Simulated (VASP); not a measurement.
Wanted: the native input for a VASP 6.6.1 run.

* Task: single point
* Functional: PBE
* Dispersion: D3(BJ)
* Potentials or basis: VASP PAW PBE potentials, release 64 (Ca_sv)
* Cutoff: 520 eV
* k mesh: 14 × 14 × 14
* Occupations: gaussian, width 0.1 eV
* Spin: no spin polarisation
* Dipole correction: no
* Further INCAR settings: ALGO = Normal; EDIFF = 1e-07; NBANDS = 11

The structure of Ca lies in POSCAR:

```
Ca
1.0
   -2.1525902185      2.1525902185      2.1525902185
    2.1525902185     -2.1525902185      2.1525902185
    2.1525902185      2.1525902185     -2.1525902185
Ca
1
Direct
    0.0000000000      0.0000000000      0.0000000000
```

These files were run (other wordings do the same):

INCAR

```
SYSTEM = Ca
PREC = Accurate
ENCUT = 520
EDIFF = 1E-7
ISMEAR = 0
SIGMA = 0.1
LREAL = .False.
LASPH = .True.
NELM = 100
ALGO = Normal
ISIF = 2
LWAVE = .False.
LCHARG = .False.
GGA = PE
IVDW = 12
NBANDS = 11
```

KPOINTS

```
regular mesh
0
Gamma
  14 14 14
  0 0 0
```

Potentials or basis: VASP PAW PBE potentials, release 64 (Ca_sv).

Run with:

```console
$ cat potpaw_PBE.64/Ca_sv/POTCAR > POTCAR
$ mpirun -np 1 vasp_std > vasp.out
```

Results of the run:

```json
{"Pressure": "0.0 GPa", "Band gap on the k mesh": "zero (band 5 reaches 2.49 eV, above the bottom of band 6 at 2.22 eV)", "Dispersion energy per atom": "-0.243 eV"}
```

Caveat: pairwise dispersion overbinds metals, which lowers pressure and volume.

It took 17 s on 1 thread of Intel(R) Xeon(R) 6975P-C (Granite Rapids) (shared host), peak memory 0.19 GiB.
